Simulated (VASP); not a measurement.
B, 4 atoms in the cell. Symmetry: Fd-3m, No. 227, cubic system. The conventional cell has a = 3.978 Å, b = 3.978 Å, c = 3.978 Å, α = 90.00°, β = 90.00°, γ = 90.00°. B (site symmetry -3m) has 6 B at 1.41 Å within 1.9 Å. 

```yaml
Program: VASP 6.6.1
Task: relaxation of cell and atoms
Functional: r2SCAN
Potentials_or_basis: VASP PAW PBE potentials, release 64 (B)
Cutoff: 600 eV
k_mesh: 8 × 8 × 8
Occupations: fermi-dirac, width 0.1 eV
Spin: no spin polarisation
Dipole_correction: no
Further_INCAR_settings: ALGO = Normal; EDIFF = 1e-06; IBRION = 2; EDIFFG = -0.01; NSW = 60; ISIF = 3
```

Potentials or basis: VASP PAW PBE potentials, release 64 (B).

Command:

```sh
$ cat potpaw_PBE.64/B/POTCAR > POTCAR
$ cp INCAR.step1 INCAR
$ mpirun -np 1 vasp_std > vasp.out
$ cp INCAR.step2 INCAR
$ mpirun -np 1 vasp_std > vasp.out
```

Hardware: 1 thread of Intel(R) Xeon(R) Platinum 8488C (Sapphire Rapids), with other jobs on the host.

**Question.** How long does it take, and how much memory?

**Answer.** It took 2.4 min on 1 thread of Intel(R) Xeon(R) Platinum 8488C (Sapphire Rapids), with other jobs on the host, peak memory 0.13 GiB. Counts: k points 29, ion steps 22.
